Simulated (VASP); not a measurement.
# AlN in VASP: single point with PBE

Aim: the single point of AlN with PBE.

Everything below comes from runs of VASP 6.6.1. Logs are shortened: lines on timing, memory, paths and dates and some standing lists are left out, and cuts for length are marked.

### Step 1. The cell of the first run

The typed cell holds 16 atoms: a = 6.260 Å, b = 6.260 Å, c = 5.017 Å, α = 90.00°, β = 90.00°, γ = 120.00°.

### Step 2. Single point, PBE

INCAR

```
SYSTEM = AlN
PREC = Accurate
ENCUT = 700
EDIFF = 1E-6
ISMEAR = -1
SIGMA = 0.01
LREAL = Auto
LASPH = .TRUE.
NELM = 120
ALGO = Normal
ISIF = 2
LWAVE = .FALSE.
LCHARG = .TRUE.
GGA = PE
LELF = .TRUE.
LVHAR = .TRUE.
NBANDS = 46
GGA_COMPAT = .FALSE.
ISYM = -1
```

KPOINTS

```
explicit points
2
Reciprocal
  0.25000000   0.25000000   0.12500000 1
  0.25000000   0.25000000   0.62500000 1
```

POSCAR

```
AlN
1.0
    6.2595139092      0.0000000618      0.0000000000
   -3.1297570081      5.4208980298      0.0000000000
    0.0000000000      0.0000000000      5.0174032950
Al N
8 8
Direct
    0.3335524029      0.1664661886      0.5000247806
    0.3335524029      0.6664661886      0.5000247806
    0.8335524029      0.1664661886      0.5000247806
    0.8335524029      0.6664661886      0.5000247806
    0.1664661886      0.3335524029      0.0000247806
    0.1664661886      0.8335524029      0.0000247806
    0.6664661886      0.3335524029      0.0000247806
    0.6664661886      0.8335524029      0.0000247806
    0.3319615438      0.1680198647      0.8799752194
    0.1680198647      0.3319615438      0.3799752194
    0.3319615438      0.6680198647      0.8799752194
    0.1680198647      0.8319615438      0.3799752194
    0.8319615438      0.1680198647      0.8799752194
    0.6680198647      0.3319615438      0.3799752194
    0.8319615438      0.6680198647      0.8799752194
    0.6680198647      0.8319615438      0.3799752194
```

Potentials or basis: VASP PAW PBE potentials, release 64 (Al, N).

On the command line:

```console
$ cat potpaw_PBE.64/Al/POTCAR potpaw_PBE.64/N/POTCAR > POTCAR
$ mpirun -np 1 vasp_std > vasp.out
```

OUTCAR:

```text
SYSTEM = AlN
   PREC = Accurate
   ENCUT = 700
   EDIFF = 1E-6
   ISMEAR = -1
   LREAL = Auto
   LASPH = .TRUE.
   NELM = 120
   ISIF = 2
   GGA = PE
   ISYM = -1

 ion  position               nearest neighbor table
   1  0.334  0.166  0.500-  10 1.89   9 1.91  14 1.91  12 1.91   6 3.09   6 3.09   7 3.09   7 3.09
                             5 3.09   5 3.09   2 3.13   2 3.13   3 3.13   3 3.13   4 3.13   4 3.13
   2  0.334  0.666  0.500-  12 1.89  11 1.91  16 1.91  10 1.91   5 3.09   5 3.09   8 3.09   8 3.09
                             6 3.09   6 3.09   1 3.13   1 3.13   4 3.13   4 3.13   3 3.13   3 3.13
   3  0.834  0.166  0.500-  14 1.89  13 1.91  10 1.91  16 1.91   8 3.09   8 3.09   5 3.09   5 3.09
                             7 3.09   7 3.09   4 3.13   4 3.13   1 3.13   1 3.13   2 3.13   2 3.13
   4  0.834  0.666  0.500-  16 1.89  15 1.91  12 1.91  14 1.91   7 3.09   7 3.09   6 3.09   6 3.09
                             8 3.09   8 3.09   3 3.13   3 3.13   2 3.13   2 3.13   1 3.13   1 3.13
   5  0.166  0.334  0.000-   9 1.89  10 1.91  11 1.91  13 1.91   2 3.09   2 3.09   3 3.09   3 3.09
                             1 3.09   1 3.09   6 3.13   6 3.13   7 3.13   7 3.13   8 3.13   8 3.13
   6  0.166  0.834  0.000-  11 1.89  12 1.91   9 1.91  15 1.91   1 3.09   1 3.09   4 3.09   4 3.09
                             2 3.09   2 3.09   5 3.13   5 3.13   8 3.13   8 3.13   7 3.13   7 3.13
   7  0.666  0.334  0.000-  13 1.89  14 1.91  15 1.91   9 1.91   4 3.09   4 3.09   1 3.09   1 3.09
                             3 3.09   3 3.09   8 3.13   8 3.13   5 3.13   5 3.13   6 3.13   6 3.13
   8  0.666  0.834  0.000-  15 1.89  16 1.91  13 1.91  11 1.91   3 3.09   3 3.09   2 3.09   2 3.09
                             4 3.09   4 3.09   7 3.13   7 3.13   6 3.13   6 3.13   5 3.13   5 3.13
   9  0.332  0.168  0.880-   5 1.89   1 1.91   6 1.91   7 1.91
  10  0.168  0.332  0.380-   1 1.89   5 1.91   3 1.91   2 1.91
  11  0.332  0.668  0.880-   6 1.89   2 1.91   5 1.91   8 1.91
  12  0.168  0.832  0.380-   2 1.89   6 1.91   4 1.91   1 1.91
  13  0.832  0.168  0.880-   7 1.89   3 1.91   8 1.91   5 1.91
  14  0.668  0.332  0.380-   3 1.89   7 1.91   1 1.91   4 1.91
  15  0.832  0.668  0.880-   8 1.89   4 1.91   7 1.91   6 1.91
  16  0.668  0.832  0.380-   4 1.89   8 1.91   2 1.91   3 1.91

IMPORTANT INFORMATION: All symmetrisations will be switched off!
NOSYMM: (Re-)initialisation of all symmetry stuff for point group C_1.

----------------------------------------------------------------------------------------

                                     Primitive cell

  volume of cell :     170.2515

  direct lattice vectors                    reciprocal lattice vectors
     6.259513909  0.000000062  0.000000000     0.159756813  0.092235641  0.000000000
    -3.129757008  5.420898030  0.000000000    -0.000000002  0.184471279  0.000000000
     0.000000000  0.000000000  5.017403295     0.000000000  0.000000000  0.199306283

  length of vectors
     6.259513909  6.259513909  5.017403295     0.184471279  0.184471279  0.199306283

  position of ions in fractional coordinates (direct lattice)
     0.333552403  0.166466189  0.500024781
     0.333552403  0.666466189  0.500024781
     0.833552403  0.166466189  0.500024781
     0.833552403  0.666466189  0.500024781
     0.166466189  0.333552403  0.000024781
     0.166466189  0.833552403  0.000024781
[... 8 lines left out ...]
     0.831961544  0.668019865  0.879975219
     0.668019865  0.831961544  0.379975219

  ion indices of the primitive-cell ions
   primitive index   ion index
                 1           1
                 2           2
                 3           3
                 4           4
                 5           5
                 6           6
[... 8 lines left out ...]
                15          15
                16          16

----------------------------------------------------------------------------------------

 KPOINTS: explicit points

Read explicit list of k-points.

 Found      2 k-points:

 Following reciprocal coordinates:
            Coordinates               Weight
  0.250000  0.250000  0.125000      0.500000
  0.250000  0.250000  0.625000      0.500000
   k-points           NKPTS =      2   k-points in BZ     NKDIM =      2   number of bands    NBANDS=     46
   number of dos      NEDOS =    301   number of ions     NIONS =     16
   total plane-waves  NPLWV = 139968
   dimension x,y,z NGX =    54 NGY =   54 NGZ =   48
   dimension x,y,z NGXF=   108 NGYF=  108 NGZF=   96
   ions per type =               8   8
   NGX,Y,Z   is equivalent  to a cutoff of  14.34, 14.34, 15.90 a.u.
   NGXF,Y,Z  is equivalent  to a cutoff of  28.68, 28.68, 31.81 a.u.
 SYSTEM =  AlN
   PREC   = accura    normal or accurate (medium, high low for compatibility)
   ISTART =      0    job   : 0-new  1-cont  2-samecut
   ICHARG =      2    charge: 1-file 2-atom 10-const
   ISPIN  =      1    spin polarized calculation?
   LNONCOLLINEAR =      F non collinear calculations
   LSORBIT =      F    spin-orbit coupling
   LASPH  =      T    aspherical Exc in radial PAW
   ENCUT  =  700.0 eV  51.45 Ry    7.17 a.u.  13.50 13.50 10.82*2*pi/ulx,y,z
   NELM   =    120;   NELMIN=  2; NELMDL= -5     # of ELM steps
   EDIFF  = 0.1E-05   stopping-criterion for ELM
   LREAL  =      T    real-space projection
   EDIFFG = 0.1E-04   stopping-criterion for IOM
   NSW    =      0    number of steps for IOM
   IBRION =     -1    ionic relax: 0-MD 1-quasi-New 2-CG
   NFREE  =      0    steps in history (QN), initial steepest desc. (CG)
   ISIF   =      2    stress and relaxation
   ISYM   =     -1    0-nonsym 1-usesym 2-fastsym
   POTIM  = 0.5000    time-step for ionic-motion
   TEBEG  =    0.0;   TEEND  =   0.0 temperature during run
   PSTRESS=    0.0 pullay stress
   NELECT =      64.0000    total number of electrons
   NUPDOWN=      -1.0000    fix difference up-down
   EMIN   =  10.00;   EMAX   =-10.00  energy-range for DOS
   EFERMI =   0.00;   METHOD = LEGACY
   ISMEAR =    -1;   SIGMA  =   0.01  broadening in eV -4-tet -1-fermi 0-gaus
   EFERMI_NEDOS =   21; number of points for ismear=-14 and -15
   IALGO  =     38    algorithm
   IMIX   =      4    mixing-type and parameters
     AMIX     =   0.40;   BMIX     =  1.00
     AMIX_MAG =   1.60;   BMIX_MAG =  1.00
  volume/ion in A,a.u.               =      10.64        71.81
  Fermi-wavevector in a.u.,A,eV,Ry     =   1.181511  2.232733 18.993310  1.395969
  Thomas-Fermi vector in A             =   2.317783
   LORBIT       =      0    0 simple, 1 ext, 2 COOP (PROOUT), +10 PAW based schemes
   GGA     = PE    functional components
   LHFCALC =     F    Hartree Fock is set to
   AEXX    =    0.0000 exact exchange contribution
   IVDW    =     0    specifies the selected vdW correction
   LEPSILON=     F    determine dielectric tensor
   LRPA    =     F    only Hartree local field effects (RPA)
 non-spin polarized calculation
  energy-cutoff  :      700.00
  volume of cell :      170.25
 maximum number of plane-waves:      7155
 NGX is ok and might be reduce to    54
   NGX = 27   NGY = 27   NGZ = 21

 number of electron      64.0000003 magnetization

 Free energy of the ion-electron system (eV)
  ---------------------------------------------------
  ext. energy  EPLUGINS =         0.00000000
  ---------------------------------------------------
  free energy    TOTEN  =      -120.71688267 eV

  energy without entropy =     -120.71688267  energy(sigma->0) =     -120.71688267

 E-fermi :   5.7969     XC(G=0): -10.8439

 val. band max:        5.5594660116   @ k =   0.2500   0.2500   0.1250
 cond. band min:      11.3476060053   @ k =   0.2500   0.2500   0.1250
 fundamental gap:      5.7881399938
 Fermi energy:         5.7969325572

 k-point     1 :       0.2500    0.2500    0.1250
  band No.  band energies     occupation
      1      -8.5443      2.00000
      2      -7.9127      2.00000
      3      -7.9127      2.00000
      4      -6.8905      2.00000
      5      -6.8857      2.00000
      6      -6.6395      2.00000
[... 36 lines left out ...]
     43      14.4245      0.00000
     44      14.9015      0.00000

 k-point     2 :       0.2500    0.2500    0.6250
  band No.  band energies     occupation
      1      -8.1390      2.00000
      2      -7.5772      2.00000
      3      -7.5772      2.00000
      4      -7.4678      2.00000
      5      -7.0515      2.00000
      6      -7.0515      2.00000
[... 36 lines left out ...]
     43      14.7951      0.00000
     44      14.8598      0.00000
 [bands above 44 left out]

------------------------ aborting loop because EDIFF is reached ----------------------------------------

  FORCE on cell =-STRESS in cart. coord.  units (eV):
  Direction    XX          YY          ZZ          XY          YZ          ZX
  --------------------------------------------------------------------------------------
  -------------------------------------------------------------------------------------
  Total        0.0908347     -4.9880455      2.4678516     -4.3983297      0.1337755      0.0772402
  in kB        0.8548133    -46.9407617     23.2240934    -41.3911509      1.2589148      0.7268805
  external PRESSURE =      -7.6206183 kB  Pullay stress =       0.0000000 kB

 VOLUME and BASIS-vectors are now :
 -----------------------------------------------------------------------------
  energy-cutoff  :      700.00
  volume of cell :      170.25
      direct lattice vectors                 reciprocal lattice vectors
     6.259513909  0.000000062  0.000000000     0.159756813  0.092235641  0.000000000
    -3.129757008  5.420898030  0.000000000    -0.000000002  0.184471279  0.000000000
     0.000000000  0.000000000  5.017403295     0.000000000  0.000000000  0.199306283

 POSITION                                       TOTAL-FORCE (eV/Angst)
 -----------------------------------------------------------------------------------
      1.56688      0.90240      2.50883         0.000589     -0.000301      0.007958
      0.00200      3.61285      2.50883         0.000581     -0.000284      0.007979
      4.69663      0.90240      2.50883         0.000578     -0.000299      0.007978
      3.13176      3.61285      2.50883         0.000580     -0.000288      0.007948
     -0.00194      1.80815      0.00012        -0.000552      0.000363      0.007968
     -1.56682      4.51860      0.00012        -0.000517      0.000362      0.007986
[... 8 lines left out ...]
      3.11694      3.62127      4.41519         0.004641     -0.002734     -0.007986
      1.57764      4.50998      1.90649        -0.004686      0.002687     -0.007967
 -----------------------------------------------------------------------------------
    total drift:                               -0.000276     -0.000433      0.011857

  FREE ENERGIE OF THE ION-ELECTRON SYSTEM (eV)
  ---------------------------------------------------
  free  energy   TOTEN  =      -120.7168826697 eV

  energy  without entropy=     -120.7168826697  energy(sigma->0) =     -120.71688267
```

It took 50 s on 1 thread of Intel Xeon Platinum 8559C (Emerald Rapids), shared host; peak memory 0.32 GiB.

Results:

```
Free energy            : -120.7169 eV
Pressure               : -0.8 GPa
Largest force          : 0.010 eV/Å
Band gap on the k mesh : 5.79 eV
```

Forces on the atoms (eV/Å):
```
Al   0.001  0.000  0.008
Al   0.001  0.000  0.008
Al   0.001  0.000  0.008
Al   0.001  0.000  0.008
Al  -0.001  0.000  0.008
Al  -0.001  0.000  0.008
Al  -0.001  0.000  0.008
Al  -0.001  0.000  0.008
N    0.005 -0.003 -0.008
N   -0.005  0.003 -0.008
N    0.005 -0.003 -0.008
N   -0.005  0.003 -0.008
N    0.005 -0.003 -0.008
N   -0.005  0.003 -0.008
N    0.005 -0.003 -0.008
N   -0.005  0.003 -0.008
```

Stress tensor (GPa, compression positive):
```
 0.09 -4.14  0.07
-4.14 -4.69  0.13
 0.07  0.13  2.32
```

Caveat: a shifted mesh leaves out Γ, where band edges can lie.
